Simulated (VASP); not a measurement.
Input of a VASP 6.6.1 run:

Contents of INCAR:

```
PREC     = Accurate       # precision mode
ENCUT    = 600            # plane-wave cutoff, eV
EDIFF    = 1E-7           # SCF threshold, eV
ISMEAR   = -1             # smearing method
SIGMA    = 0.05           # smearing width, eV
LREAL    = F              # projectors in reciprocal space
LASPH    = T              # aspherical terms in the spheres
NELM     = 150            # most SCF steps
ALGO     = Normal         # electronic algorithm
ISIF     = 3              # what is computed and relaxed
LWAVE    = F              # write WAVECAR
LCHARG   = F              # write CHGCAR
ISPIN    = 2              # spin polarisation
MAGMOM   = 1              # initial moments
LORBIT   = 11             # projections on sites
LMAXMIX  = 4              # l up to which the mixer works
GGA      = PS             # functional
IBRION   = 2              # ionic algorithm
NSW      = 80             # ionic steps
EDIFFG   = -0.02          # ionic threshold
PSTRESS  = 50.0
```

Contents of KPOINTS:

```
Automatic mesh
0
Gamma
  13 13 13
```

The input POSCAR:

```
Ni
1.0
    0.0000000000      1.7375729330      1.7375729330
    1.7375729330      0.0000000000      1.7375729330
    1.7375729330      1.7375729330      0.0000000000
Ni
1
Direct
    0.0000000000      0.0000000000      0.0000000000
```

Potentials or basis: VASP PAW PBE potentials, release 64 (Ni).

Launch:

```console
$ cat potpaw_PBE.64/Ni/POTCAR > POTCAR
$ mpirun -np 1 vasp_std > vasp.out
```

Problem. What does it give for the site moments?

Solution. Ni +0.62 μB.

Problem. Estimate the relaxed volume.

Solution. 10.16 Å³/atom.

Problem. What does it give for the relaxed cell?

Solution. a = 2.431 Å, b = 2.431 Å, c = 2.431 Å, α = 60.00°, β = 60.00°, γ = 60.00°.

Problem. Estimate the space group after relaxing (to 0.1 Å).

Solution. Fm-3m (No. 225).

Final structure:
```xyz
1
Lattice="0.0000 1.7193 1.7193 1.7193 0.0000 1.7193 1.7193 1.7193 0.0000" Properties=species:S:1:pos:R:3 pbc="T T T"
Ni    0.0000    0.0000    0.0000
```

Caveat: the cell is relaxed towards a set pressure, so the run minimises the enthalpy, not the energy; the PAW data sets were made with another functional, which shifts forces and pressure a little.
